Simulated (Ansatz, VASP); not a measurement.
# Si in VASP and in Ansatz

```
CELL_PARAMETERS angstrom
0.00000 2.67898 2.67898
2.67898 0.00000 2.67898
2.67898 2.67898 0.00000
ATOMIC_POSITIONS crystal
Si 0.75000 0.75000 0.75000
Si 0.50000 0.50000 0.50000
```

Alike in both runs: task single point; functional PBE; k mesh 8 × 8 × 8; occupations gaussian, width 0.02 eV; no spin polarisation.

|  | VASP | Ansatz |
| --- | --- | --- |
| version | VASP 6.6.1 | Ansatz 0.2.0 |
| potentials or method | VASP PAW PBE potentials, release 64 (Si), cutoff 500 eV | scalar-relativistic, all-electron LAPW |

```csv
,VASP,Ansatz,Ansatz less VASP
gap on the k mesh at the Fermi level (eV),0.55,0.55,0.000
least direct gap on the mesh (eV),2.58,2.58,-0.005
pressure (GPa),6.2,6.3,+0.03
```

Ansatz ran all-electron here, and VASP with PAW potentials.
